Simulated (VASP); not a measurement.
# MoS2 (P6_3/mmc) in VASP: settings compared

Aim: see how the results for MoS2 move with the level of theory and the settings. Levels: BLYP, PBEsol. Tasks: single point.

All numbers are computed with VASP 6.6.1; they aren't measurements. Logs are shortened: lines on timing, memory, paths and dates and some standing lists are left out, and cuts for length are marked.

**The experiment to reproduce.**

From “Multiwavelength excitation Raman Scattering Analysis of bulk and 2 dimensional MoS2: Vibrational properties of atomically thin MoS2 layers”, 2015, arxiv:1506.03228, for a bulk crystal of MoS2 at 300 K: band gap 1.3 eV (indirect).

The results are compared with them further down.

### 1 The cell of the first run

The structure is hexagonal, space group P6_3/mmc (No. 194). Conventional cell: a = 3.169 Å, b = 3.169 Å, c = 12.324 Å, α = 90.00°, β = 90.00°, γ = 120.00°. Within 3.2 Å of Mo (site symmetry -6m2) lie 6 S at 2.41 Å and 6 Mo at 3.17 Å. Within 3.2 Å of S (site symmetry 3m) lie 3 Mo at 2.41 Å and 7 S at 3.13 to 3.17 Å.

### 2 Single point, BLYP

The input, INCAR:

```
SYSTEM = MoS2
AGGAC    = 1.0          
AGGAX    = 1.0          
ALDAC    = 0.0          
ALDAX    = 1.0          
ALGO     = Normal         ! electronic algorithm
EDIFF    = 1E-6           ! SCF threshold, eV
ENCUT    = 520            ! plane-wave cutoff, eV
GGA      = B5             ! functional
ISIF     = 2              ! what is computed and relaxed
ISMEAR   = -1             ! smearing method
LASPH    = .TRUE.         ! aspherical terms in the spheres
LCHARG   = .TRUE.         ! write CHGCAR
LELF     = .TRUE.         ! ELF
LREAL    = .FALSE.        ! projectors in reciprocal space
LVHAR    = .TRUE.       
LWAVE    = .FALSE.        ! write WAVECAR
NBANDS   = 35             ! bands
NELM     = 100            ! most SCF steps
PREC     = Accurate       ! precision mode
SIGMA    = 0.05           ! smearing width, eV
```

The input, KPOINTS:

```
k-points
0
G
  10 10 3
  0 0 0
```

The input, POSCAR:

```
MoS2
1.0
    3.1690000000      0.0000000000      0.0000000000
   -1.5845000000      2.7444345046      0.0000000000
    0.0000000000      0.0000000000     12.3240000000
Mo S
2 4
Direct
    0.6666666667      0.3333333333      0.7500000000
    0.3333333333      0.6666666667      0.2500000000
    0.6666666667      0.3333333333      0.3770000000
    0.3333333333      0.6666666667      0.8770000000
    0.6666666667      0.3333333333      0.1230000000
    0.3333333333      0.6666666667      0.6230000000
```

Potentials or basis: VASP PAW PBE potentials, release 64 (Mo_sv, S).

Command:

```
cat potpaw_PBE.64/Mo_sv/POTCAR potpaw_PBE.64/S/POTCAR > POTCAR
mpirun -np 1 vasp_std > vasp.out
```

OUTCAR:

```text
SYSTEM = MoS2
   EDIFF = 1E-6
   ENCUT = 520
   GGA = B5
   ISIF = 2
   ISMEAR = -1
   LASPH = .TRUE.
   LREAL = .FALSE.
   NELM = 100
   PREC = Accurate

 ion  position               nearest neighbor table
   1  0.667  0.333  0.750-   4 2.41   6 2.41   4 2.41   6 2.41   4 2.41   6 2.41
   2  0.333  0.667  0.250-   3 2.41   5 2.41   3 2.41   5 2.41   3 2.41   5 2.41
   3  0.667  0.333  0.377-   2 2.41   2 2.41   2 2.41
   4  0.333  0.667  0.877-   1 2.41   1 2.41   1 2.41
   5  0.667  0.333  0.123-   2 2.41   2 2.41   2 2.41
   6  0.333  0.667  0.623-   1 2.41   1 2.41   1 2.41

  LATTYP: Found a hexagonal cell.
 ALAT       =     3.1690000000
 C/A-ratio  =     3.8889239508

  Lattice vectors:

 A1 = (   3.1690000000,   0.0000000000,   0.0000000000)
 A2 = (  -1.5845000000,   2.7444345046,   0.0000000000)
 A3 = (   0.0000000000,   0.0000000000,  12.3240000000)

Analysis of symmetry for initial positions (statically):
=====================================================================
 Subroutine PRICEL returns:
 Original cell was already a primitive cell.

 Routine SETGRP: Setting up the symmetry group for a
 hexagonal supercell.

 Subroutine GETGRP returns: Found 24 space group operations
 (whereof 12 operations were pure point group operations)
 out of a pool of 24 trial point group operations.

The static configuration has the point symmetry D_3d.
 The point group associated with its full space group is D_6h.

Analysis of symmetry for dynamics (positions and initial velocities):
=====================================================================
 Subroutine PRICEL returns:
 Original cell was already a primitive cell.

 Routine SETGRP: Setting up the symmetry group for a
 hexagonal supercell.

 Subroutine GETGRP returns: Found 24 space group operations
 (whereof 12 operations were pure point group operations)
 out of a pool of 24 trial point group operations.

The dynamic configuration has the point symmetry D_3d.
 The point group associated with its full space group is D_6h.

 Subroutine INISYM returns: Found 24 space group operations
 (whereof 12 operations are pure point group operations),
 and found     1 'primitive' translations

----------------------------------------------------------------------------------------

                                     Primitive cell

  volume of cell :     107.1832

  direct lattice vectors                    reciprocal lattice vectors
     3.169000000  0.000000000  0.000000000     0.315556958  0.182186895  0.000000000
    -1.584500000  2.744434505  0.000000000     0.000000000  0.364373789  0.000000000
     0.000000000  0.000000000 12.324000000     0.000000000  0.000000000  0.081142486

  length of vectors
     3.169000000  3.169000000 12.324000000     0.364373789  0.364373789  0.081142486

  position of ions in fractional coordinates (direct lattice)
     0.666666667  0.333333333  0.750000000
     0.333333333  0.666666667  0.250000000
     0.666666667  0.333333333  0.377000000
     0.333333333  0.666666667  0.877000000
     0.666666667  0.333333333  0.123000000
     0.333333333  0.666666667  0.623000000

  ion indices of the primitive-cell ions
   primitive index   ion index
                 1           1
                 2           2
                 3           3
                 4           4
                 5           5
                 6           6

----------------------------------------------------------------------------------------

 KPOINTS: k-points

Automatic generation of k-mesh.
 Grid dimensions read from file:
 generate k-points for:   10   10    3

 Generating k-lattice:

  Cartesian coordinates                     Fractional coordinates (reciprocal lattice)
     0.031555696  0.018218689  0.000000000     0.100000000 -0.000000000  0.000000000
     0.000000000  0.036437379  0.000000000     0.000000000  0.100000000  0.000000000
     0.000000000  0.000000000  0.027047495     0.000000000  0.000000000  0.333333333

  Length of vectors
     0.036437379  0.036437379  0.027047495

  Shift w.r.t. Gamma in fractional coordinates (k-lattice)
     0.000000000  0.000000000  0.000000000

 Subroutine IBZKPT returns following result:
 ===========================================

 Found     28 irreducible k-points:

 Following reciprocal coordinates:
            Coordinates               Weight
  0.000000  0.000000  0.000000      1.000000
  0.100000 -0.000000  0.000000      6.000000
  0.200000 -0.000000  0.000000      6.000000
  0.300000  0.000000  0.000000      6.000000
  0.400000 -0.000000  0.000000      6.000000
  0.500000  0.000000  0.000000      3.000000
[... 16 lines left out ...]
  0.300000  0.100000  0.333333     24.000000
  0.400000  0.100000  0.333333     24.000000
 [... further k-points ...]
   k-points           NKPTS =     28   k-points in BZ     NKDIM =     28   number of bands    NBANDS=     35
   number of dos      NEDOS =    301   number of ions     NIONS =      6
   total plane-waves  NPLWV =  55296
   dimension x,y,z NGX =    24 NGY =   24 NGZ =   96
   dimension x,y,z NGXF=    48 NGYF=   48 NGZF=  192
   ions per type =               2   4
   NGX,Y,Z   is equivalent  to a cutoff of  12.59, 12.59, 12.95 a.u.
   NGXF,Y,Z  is equivalent  to a cutoff of  25.18, 25.18, 25.90 a.u.
 SYSTEM =  MoS2
   PREC   = accura    normal or accurate (medium, high low for compatibility)
   ISTART =      0    job   : 0-new  1-cont  2-samecut
   ICHARG =      2    charge: 1-file 2-atom 10-const
   ISPIN  =      1    spin polarized calculation?
   LNONCOLLINEAR =      F non collinear calculations
   LSORBIT =      F    spin-orbit coupling
   LASPH  =      T    aspherical Exc in radial PAW
   ENCUT  =  520.0 eV  38.22 Ry    6.18 a.u.   5.89  5.89 22.91*2*pi/ulx,y,z
   NELM   =    100;   NELMIN=  2; NELMDL= -5     # of ELM steps
   EDIFF  = 0.1E-05   stopping-criterion for ELM
   LREAL  =      F    real-space projection
   EDIFFG = 0.1E-04   stopping-criterion for IOM
   NSW    =      0    number of steps for IOM
   IBRION =     -1    ionic relax: 0-MD 1-quasi-New 2-CG
   NFREE  =      0    steps in history (QN), initial steepest desc. (CG)
   ISIF   =      2    stress and relaxation
   ISYM   =      2    0-nonsym 1-usesym 2-fastsym
   POTIM  = 0.5000    time-step for ionic-motion
   TEBEG  =    0.0;   TEEND  =   0.0 temperature during run
   PSTRESS=    0.0 pullay stress
   NELECT =      52.0000    total number of electrons
   NUPDOWN=      -1.0000    fix difference up-down
   EMIN   =  10.00;   EMAX   =-10.00  energy-range for DOS
   EFERMI =   0.00;   METHOD = LEGACY
   ISMEAR =    -1;   SIGMA  =   0.05  broadening in eV -4-tet -1-fermi 0-gaus
   EFERMI_NEDOS =   21; number of points for ismear=-14 and -15
   IALGO  =     38    algorithm
   IMIX   =      4    mixing-type and parameters
     AMIX     =   0.40;   BMIX     =  1.00
     AMIX_MAG =   1.60;   BMIX_MAG =  1.00
  volume/ion in A,a.u.               =      17.86       120.55
  Fermi-wavevector in a.u.,A,eV,Ry     =   1.286373  2.430893 22.514325  1.654756
  Thomas-Fermi vector in A             =   2.418452
   LORBIT       =      0    0 simple, 1 ext, 2 COOP (PROOUT), +10 PAW based schemes
   GGA     = B5    functional components
   LHFCALC =     F    Hartree Fock is set to
   AEXX    =    0.0000 exact exchange contribution
   IVDW    =     0    specifies the selected vdW correction
   LEPSILON=     F    determine dielectric tensor
   LRPA    =     F    only Hartree local field effects (RPA)
 non-spin polarized calculation
  energy-cutoff  :      520.00
  volume of cell :      107.18
 maximum number of plane-waves:      2908
 NGX is ok and might be reduce to    24
   NGX = 11   NGY = 11   NGZ = 45

 number of electron      51.9999997 magnetization

 Free energy of the ion-electron system (eV)
  ---------------------------------------------------
  ext. energy  EPLUGINS =         0.00000000
  ---------------------------------------------------
  free energy    TOTEN  =       -38.36754918 eV

  energy without entropy =      -38.36754721  energy(sigma->0) =      -38.36754819

 E-fermi :   8.3133     XC(G=0): -10.2341

 val. band max:        7.8902443320   @ k =   0.0000   0.0000   0.0000
 cond. band min:       8.8429227590   @ k =   0.2000   0.2000   0.0000
 fundamental gap:      0.9526784269
 Fermi energy:         8.3132991925

 k-point     1 :       0.0000    0.0000    0.0000
  band No.  band energies     occupation
      1     -53.4558      2.00000
      2     -53.4558      2.00000
      3     -27.7171      2.00000
      4     -27.7170      2.00000
      5     -27.5090      2.00000
      6     -27.5090      2.00000
[... 27 lines left out ...]
     34      10.2931      0.00000
     35      13.6694      0.00000

 k-point     2 :       0.1000   -0.0000    0.0000
  band No.  band energies     occupation
      1     -53.4520      2.00000
      2     -53.4520      2.00000
      3     -27.7097      2.00000
      4     -27.7096      2.00000
      5     -27.5466      2.00000
      6     -27.5466      2.00000
[... 27 lines left out ...]
     34      10.2957      0.00000
     35      14.3480      0.00000

 k-point     3 :       0.2000   -0.0000    0.0000
  band No.  band energies     occupation
      1     -53.4420      2.00000
      2     -53.4420      2.00000
      3     -27.6903      2.00000
      4     -27.6903      2.00000
      5     -27.6441      2.00000
      6     -27.6441      2.00000
[... 27 lines left out ...]
     34      10.8504      0.00000
     35      15.3726      0.00000
[... 723 lines left out ...]
 k-point    23 :       0.3000    0.1000    0.3333
  band No.  band energies     occupation
      1     -53.4228      2.00000
      2     -53.4228      2.00000
      3     -27.8123      2.00000
      4     -27.8123      2.00000
      5     -27.6528      2.00000
      6     -27.6528      2.00000
[... 27 lines left out ...]
     34      11.6760      0.00000
     35      14.7761      0.00000

 k-point    24 :       0.4000    0.1000    0.3333
  band No.  band energies     occupation
      1     -53.4159      2.00000
      2     -53.4159      2.00000
      3     -27.8730      2.00000
      4     -27.8730      2.00000
      5     -27.6393      2.00000
      6     -27.6393      2.00000
[... 27 lines left out ...]
     34      11.6433      0.00000
     35      13.8894      0.00000

 [... further k-points ...]
[... 5 lines left out ...]
  --------------------------------------------------------------------------------------
  -------------------------------------------------------------------------------------
  Total        6.7384667      6.7384667      5.4436778      0.0000000      0.0000000      0.0000000
  in kB      100.7267609    100.7267609     81.3722264      0.0000000      0.0000000      0.0000000
  external PRESSURE =      94.2752494 kB  Pullay stress =       0.0000000 kB

 VOLUME and BASIS-vectors are now :
 -----------------------------------------------------------------------------
  energy-cutoff  :      520.00
  volume of cell :      107.18
      direct lattice vectors                 reciprocal lattice vectors
     3.169000000  0.000000000  0.000000000     0.315556958  0.182186895  0.000000000
    -1.584500000  2.744434505  0.000000000     0.000000000  0.364373789  0.000000000
     0.000000000  0.000000000 12.324000000     0.000000000  0.000000000  0.081142486

 POSITION                                       TOTAL-FORCE (eV/Angst)
 -----------------------------------------------------------------------------------
      1.58450      0.91481      9.24300        -0.000000     -0.000000      0.000000
     -0.00000      1.82962      3.08100         0.000000      0.000000      0.000000
      1.58450      0.91481      4.64615        -0.000000     -0.000000      0.332451
     -0.00000      1.82962     10.80815         0.000000      0.000000      0.332451
      1.58450      0.91481      1.51585         0.000000     -0.000000     -0.332451
     -0.00000      1.82962      7.67785         0.000000      0.000000     -0.332451
 -----------------------------------------------------------------------------------
    total drift:                               -0.000000      0.000000     -0.000000

  FREE ENERGIE OF THE ION-ELECTRON SYSTEM (eV)
  ---------------------------------------------------
  free  energy   TOTEN  =       -38.3675491759 eV

  energy  without entropy=      -38.3675472104  energy(sigma->0) =      -38.36754819
```

It took 74 s on 1 thread of Intel Xeon Platinum 8488C (Sapphire Rapids), shared host; peak memory 0.26 GiB.

What came out:

| Item | Value |
| --- | --- |
| Free energy | -38.3675 eV |
| Pressure | 9.4 GPa |
| Largest force | 0.332 eV/Å |
| Band gap on the k mesh | 0.95 eV, indirect (least direct gap 1.87 eV) |

Forces in eV/Å, atoms in the order of the input:
```
Mo   0.000  0.000  0.000
Mo   0.000  0.000  0.000
S    0.000  0.000  0.332
S    0.000  0.000  0.332
S    0.000  0.000 -0.332
S    0.000  0.000 -0.332
```

Levels at points of the mesh, in eV from the valence-band top:
| k point | band 22 | band 23 | band 24 | band 25 | band 26 | band 27 | band 28 | band 29 | band 30 | band 31 |
| --- | --- | --- | --- | --- | --- | --- | --- | --- | --- | --- |
| (0.00, 0.00, 0.00) | -2.12 | -2.12 | -1.18 | -1.11 | 0.00 | 2.11 | 2.11 | 2.14 | 2.14 | 2.23 |
| (0.50, 0.00, 0.00) | -2.46 | -1.71 | -1.51 | -1.29 | -1.19 | 1.57 | 1.62 | 1.98 | 2.23 | 2.90 |

Caveat: the PAW data sets were made with another functional, which shifts forces and pressure a little; this functional lacks dispersion, which binds the layers, so the pressure and a relaxed spacing across them are unreliable. A k mesh can miss the band edges.

### 3 Single point, PBEsol

This run uses another cell than the first one, of 17.91 Å³/atom, 1.003 times its volume.

The input, INCAR:

```
SYSTEM = MoS2
PREC     = Accurate       ! precision mode
ENCUT    = 520            ! plane-wave cutoff, eV
EDIFF    = 1E-6           ! SCF threshold, eV
ISMEAR   = -1             ! smearing method
SIGMA    = 0.05           ! smearing width, eV
LREAL    = .FALSE.        ! projectors in reciprocal space
LASPH    = .TRUE.         ! aspherical terms in the spheres
NELM     = 100            ! most SCF steps
ALGO     = Normal         ! electronic algorithm
ISIF     = 2              ! what is computed and relaxed
LWAVE    = .FALSE.        ! write WAVECAR
LCHARG   = .TRUE.         ! write CHGCAR
GGA      = PS             ! functional
LELF     = .TRUE.         ! ELF
LVHAR    = .TRUE.       
NBANDS   = 35             ! bands
```

The input, KPOINTS:

```
regular mesh
0
G
  10 10 3
  0 0 0
```

The input, POSCAR:

```
MoS2
1.0
    3.1414226461      0.0000000000      0.0000000000
   -1.5707113230      2.7205518155      0.0000000000
    0.0000000000      0.0000000000     12.5771357611
Mo S
2 4
Direct
    0.6666666667      0.3333333333      0.7500000000
    0.3333333333      0.6666666667      0.2500000000
    0.6666666667      0.3333333333      0.3739576777
    0.3333333333      0.6666666667      0.8739576777
    0.6666666667      0.3333333333      0.1260423223
    0.3333333333      0.6666666667      0.6260423223
```

Potentials or basis: VASP PAW PBE potentials, release 64 (Mo_sv, S).

Command:

```
cat potpaw_PBE.64/Mo_sv/POTCAR potpaw_PBE.64/S/POTCAR > POTCAR
mpirun -np 1 vasp_std > vasp.out
```

It took 60 s on 1 thread of Intel Xeon Platinum 8488C (Sapphire Rapids), shared host; peak memory 0.26 GiB.

Results (log left out):

- Free energy: -46.9058 eV
- Pressure: 0.0 GPa
- Band gap on the k mesh: 1.04 eV, indirect (least direct gap 1.97 eV)

Levels at points of the mesh, in eV from the valence-band top:
```csv
k point,band 22,band 23,band 24,band 25,band 26,band 27,band 28,band 29,band 30,band 31
"(0.00, 0.00, 0.00)",-2.03,-2.03,-1.31,-1.13,0.00,2.29,2.29,2.31,2.31,2.51
"(0.50, 0.00, 0.00)",-2.45,-1.55,-1.40,-1.31,-1.23,1.80,1.84,2.19,2.45,3.02
```

Caveat: the PAW data sets were made with another functional, which shifts forces and pressure a little; this functional lacks dispersion, which binds the layers, so the pressure and a relaxed spacing across them are unreliable.

### 4 How close it comes

Step 3. Against the measured gap of MoS2, 1.3 eV (indirect; 300 K; “Multiwavelength excitation Raman Scattering Analysis of bulk and 2 dimensional MoS2: Vibrational properties of atomically thin MoS2 layers”, 2015, arxiv:1506.03228), the calculated 1.04 eV is off by -0.26 eV. Spin-orbit coupling on Mo is left out. The value is that of PBEsol on a finite k mesh, which can miss the band edges, without temperature or zero-point motion. Semilocal functionals fall short of measured gaps as a rule.
